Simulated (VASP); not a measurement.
# Rh (Im-3m) in VASP: further runs

Runs on Rh. Level: PBE. Tasks: relaxation of cell and atoms.

Everything below comes from runs of VASP 6.6.1. Logs are shortened: lines on timing, memory, paths and dates and some standing lists are left out, and cuts for length are marked.

## 1. The cell of the first run

It takes space group Im-3m (No. 229, cubic). The conventional cell has a = 3.071 Å, b = 3.071 Å, c = 3.071 Å, α = 90.00°, β = 90.00°, γ = 90.00°. Within 3.5 Å of Rh (site symmetry m-3m) lie 14 Rh at 2.66 to 3.07 Å.

This isn't the form of Rh at room conditions, which is fcc.

## 2. Relaxation of cell and atoms, PBE, target pressure -6.8 GPa, at which the enthalpy is minimised

INCAR

```
PREC = Accurate ; ENCUT = 600
EDIFF = 1E-7 ; ISMEAR = -1
SIGMA = 0.1 ; LREAL = F
LASPH = T ; NELM = 100
ALGO = Normal ; ISIF = 3
LWAVE = F ; LCHARG = F
GGA = PE ; IBRION = 2
NSW = 60 ; EDIFFG = -0.005
PSTRESS = -68.0
```

KPOINTS

```
Automatic mesh
0
Gamma
  18 18 18
```

POSCAR

```
Rh
1.0
   -1.5352599194      1.5352599194      1.5352599194
    1.5352599194     -1.5352599194      1.5352599194
    1.5352599194      1.5352599194     -1.5352599194
Rh
1
Direct
    0.0000000000      0.0000000000      0.0000000000
```

Potentials or basis: VASP PAW PBE potentials, release 64 (Rh_pv).

On the command line:

```
cat potpaw_PBE.64/Rh_pv/POTCAR > POTCAR
mpirun -np 1 vasp_std > vasp.out
```

OUTCAR:

```text
PREC = Accurate
   ENCUT = 600
   EDIFF = 1E-7
   ISMEAR = -1
   LREAL = F
   LASPH = T
   NELM = 100
   ISIF = 3
   GGA = PE
   IBRION = 2
   NSW = 60
   EDIFFG = -0.005
   PSTRESS = -68.0

 ion  position               nearest neighbor table
   1  0.000  0.000  0.000-

  LATTYP: Found a body centered cubic cell.
 ALAT       =     3.0705198388

  Lattice vectors:

 A1 = (  -1.5352599194,   1.5352599194,   1.5352599194)
 A2 = (   1.5352599194,  -1.5352599194,   1.5352599194)
 A3 = (   1.5352599194,   1.5352599194,  -1.5352599194)

Analysis of symmetry for initial positions (statically):
=====================================================================
 Subroutine PRICEL returns:
 Original cell was already a primitive cell.

 Routine SETGRP: Setting up the symmetry group for a
 body centered cubic supercell.

 Subroutine GETGRP returns: Found 48 space group operations
 (whereof 48 operations were pure point group operations)
 out of a pool of 48 trial point group operations.

The static configuration has the point symmetry O_h .

Analysis of symmetry for dynamics (positions and initial velocities):
=====================================================================
 Subroutine PRICEL returns:
 Original cell was already a primitive cell.

 Routine SETGRP: Setting up the symmetry group for a
 body centered cubic supercell.

 Subroutine GETGRP returns: Found 48 space group operations
 (whereof 48 operations were pure point group operations)
 out of a pool of 48 trial point group operations.

The dynamic configuration has the point symmetry O_h .

 Subroutine INISYM returns: Found 48 space group operations
 (whereof 48 operations are pure point group operations),
 and found     1 'primitive' translations

----------------------------------------------------------------------------------------

                                     Primitive cell

  volume of cell :      14.4746

  direct lattice vectors                    reciprocal lattice vectors
    -1.535259919  1.535259919  1.535259919     0.000000000  0.325677752  0.325677752
     1.535259919 -1.535259919  1.535259919     0.325677752  0.000000000  0.325677752
     1.535259919  1.535259919 -1.535259919     0.325677752  0.325677752  0.000000000

[... 85 lines left out ...]
   IBRION =      2    ionic relax: 0-MD 1-quasi-New 2-CG
   NFREE  =      1    steps in history (QN), initial steepest desc. (CG)
   ISIF   =      3    stress and relaxation
   ISYM   =      2    0-nonsym 1-usesym 2-fastsym
   POTIM  = 0.5000    time-step for ionic-motion
   TEBEG  =    0.0;   TEEND  =   0.0 temperature during run
   PSTRESS=  -68.0 pullay stress
   NELECT =      15.0000    total number of electrons
   NUPDOWN=      -1.0000    fix difference up-down
   EMIN   =  10.00;   EMAX   =-10.00  energy-range for DOS
   EFERMI =   0.00;   METHOD = LEGACY
   ISMEAR =    -1;   SIGMA  =   0.10  broadening in eV -4-tet -1-fermi 0-gaus
   EFERMI_NEDOS =   21; number of points for ismear=-14 and -15
   IALGO  =     38    algorithm
   IMIX   =      4    mixing-type and parameters
     AMIX     =   0.40;   BMIX     =  1.00
     AMIX_MAG =   1.60;   BMIX_MAG =  1.00
  volume/ion in A,a.u.               =      14.47        97.68
  Fermi-wavevector in a.u.,A,eV,Ry     =   1.656673  3.130657 37.342059  2.744564
  Thomas-Fermi vector in A             =   2.744557
   LORBIT       =      0    0 simple, 1 ext, 2 COOP (PROOUT), +10 PAW based schemes
   GGA     = PE    functional components
   LHFCALC =     F    Hartree Fock is set to
   AEXX    =    0.0000 exact exchange contribution
   IVDW    =     0    specifies the selected vdW correction
   LEPSILON=     F    determine dielectric tensor
   LRPA    =     F    only Hartree local field effects (RPA)
 conjugate gradient relaxation of ions
 non-spin polarized calculation
  energy-cutoff  :      600.00
  volume of cell :       14.47
 maximum number of plane-waves:       496
 NGX is ok and might be reduce to    24
   NGX = 11   NGY = 11   NGZ = 11

--------------------------------------- Ionic step        1  -------------------------------------------

 number of electron      15.0000000 magnetization

 Free energy of the ion-electron system (eV)
  ---------------------------------------------------
  ext. energy  EPLUGINS =         0.00000000
  ---------------------------------------------------
  free energy    TOTEN  =        -6.94382872 eV

  energy without entropy =       -6.86700503  energy(sigma->0) =       -6.90541688

------------------------ aborting loop because EDIFF is reached ----------------------------------------

  FORCE on cell =-STRESS in cart. coord.  units (eV):
  Direction    XX          YY          ZZ          XY          YZ          ZX
  --------------------------------------------------------------------------------------
  -------------------------------------------------------------------------------------
  Total        0.0297639      0.0297639      0.0297639      0.0000000      0.0000000      0.0000000
  in kB        3.2945395      3.2945395      3.2945395      0.0000000      0.0000000      0.0000000
  external PRESSURE =      71.2945395 kB  Pullay stress =     -68.0000000 kB
[... 24 lines left out ...]
--------------------------------------- Ionic step        2  -------------------------------------------

 number of electron      14.9999997 magnetization

 E-fermi :   9.3484     XC(G=0): -13.1095

 val. band max:        9.3399505480   @ k =   0.2222   0.2222   0.0000
 cond. band min:       9.3549823510   @ k =   0.2778   0.1667  -0.0000
 fundamental gap:      0.0150318031
 Fermi energy:         9.3484049446

 k-point     1 :       0.0000    0.0000    0.0000
  band No.  band energies     occupation
      1     -36.5264      2.00000
      2     -36.5264      2.00000
      3     -36.5264      2.00000
      4       2.5359      2.00000
      5       6.9430      2.00000
      6       6.9430      2.00000
      7       6.9430      2.00000
      8       8.9754      1.95314
      9       8.9754      1.95314
     10      27.5705      0.00000
     11      27.5705      0.00000
[... 395 lines left out ...]
--------------------------------------- Ionic step        4  -------------------------------------------

 number of electron      15.0000004 magnetization

 Free energy of the ion-electron system (eV)
  ---------------------------------------------------
  ext. energy  EPLUGINS =         0.00000000
  ---------------------------------------------------
  free energy    TOTEN  =        -6.93362202 eV

  energy without entropy =       -6.85352092  energy(sigma->0) =       -6.89357147

 E-fermi :  10.2868     XC(G=0): -13.4747

 val. band max:       10.2856817101   @ k =   0.2222   0.2222   0.0000
 cond. band min:      10.3015950515   @ k =   0.2778   0.1667  -0.0000
 fundamental gap:      0.0159133414
 Fermi energy:        10.2868215377

 k-point     1 :       0.0000    0.0000    0.0000
  band No.  band energies     occupation
      1     -35.6631      2.00000
      2     -35.6631      2.00000
      3     -35.6631      2.00000
      4       3.0815      2.00000
      5       7.6581      2.00000
      6       7.6581      2.00000
      7       7.6581      2.00000
      8       9.8727      1.96870
      9       9.8727      1.96870
     10      28.6406      0.00000
     11      28.6406      0.00000
[... 354 lines left out ...]
  energy  without entropy=       -6.8535209220  energy(sigma->0) =       -6.89357147

  enthalpy is  TOTEN    =        -7.5686331985 eV   P V=       -0.6350111785

 reached required accuracy - stopping structural energy minimisation
```

OSZICAR:

```text
N       E                     dE             d eps       ncg     rms          rms(c)
DAV:   1     0.124365979527E+03    0.12437E+03   -0.10200E+04  4301   0.161E+03
DAV:   2    -0.570757824225E+01   -0.13007E+03   -0.12466E+03  4422   0.407E+02
DAV:   3    -0.734555178816E+01   -0.16380E+01   -0.16208E+01  4830   0.516E+01
[... 33 lines left out ...]
DAV:   1    -0.693376811189E+01   -0.57594E-03   -0.21266E-03  4410   0.750E-01    0.831E-02
DAV:   2    -0.693361922273E+01    0.14889E-03   -0.40517E-04  4395   0.291E-01    0.145E-02
DAV:   3    -0.693361999761E+01   -0.77489E-06   -0.25268E-06  4443   0.202E-02    0.875E-03
DAV:   4    -0.693362211199E+01   -0.21144E-05   -0.10643E-06  4422   0.136E-02    0.689E-04
DAV:   5    -0.693362201998E+01    0.92012E-07   -0.18571E-08  2307   0.217E-03
   4 F= -.75686332E+01 E0= -.75285826E+01  d E =-.104712E-01
```

It took 2.3 min on 1 thread of Intel Xeon 8259CL, shared host; peak memory 0.18 GiB.

Results:

```yaml
Free_energy: -6.9336 eV
Relaxed_volume: 14.96 Å³/atom
Relaxed_cell: a = 2.689 Å, b = 2.689 Å, c = 2.689 Å, α = 109.47°, β = 109.47°, γ = 109.47°
Space_group_after_relaxing_to_0.1_Å: Im-3m (No. 229)
Energy_change_on_relaxing_the_run_minimises_the_enthalpy: +10.2 meV/atom
Ionic_steps: 4
Pressure_after_relaxing: -6.8 GPa
Band_gap_on_the_k_mesh: zero (an odd number of electrons rules out a gap without spin polarisation)
```

The path:
```
step  energy change (eV)  largest force (eV/Å)  pressure (GPa)  volume (Å³)
   1              0.0000                0.0000            0.33        14.47
   2              0.0778                0.0000          -16.52        15.87
   3              0.0106                0.0000           -6.91        14.97
   4              0.0102                0.0000           -6.78        14.96
```

Final structure:
```cif
data_structure
_symmetry_space_group_name_H-M 'P 1'
_symmetry_Int_Tables_number 1
_cell_length_a 2.6887
_cell_length_b 2.6887
_cell_length_c 2.6887
_cell_angle_alpha 109.471
_cell_angle_beta 109.471
_cell_angle_gamma 109.471
_cell_volume 14.96
loop_
_atom_site_label
_atom_site_type_symbol
_atom_site_fract_x
_atom_site_fract_y
_atom_site_fract_z
_atom_site_occupancy
Rh1 Rh 0.00000 0.00000 0.00000 1
```

Levels at points of the mesh, in eV from the Fermi level:
```tsv
k point	band 4	band 5	band 6	band 7	band 8	band 9	band 10	band 11
(0.00, 0.00, 0.00)	-7.21	-2.63	-2.63	-2.63	-0.41	-0.41	18.35	18.35
(0.50, 0.00, 0.00)	-5.30	-3.99	-0.48	-0.11	1.36	1.42	8.64	14.47
(0.50, 0.50, 0.50)	-5.25	-5.25	0.97	0.97	0.97	9.15	9.15	9.15
```

Caveat: the cell is relaxed towards a set pressure, so the run minimises the enthalpy, not the energy.

(Continued in part 2 of 2.)
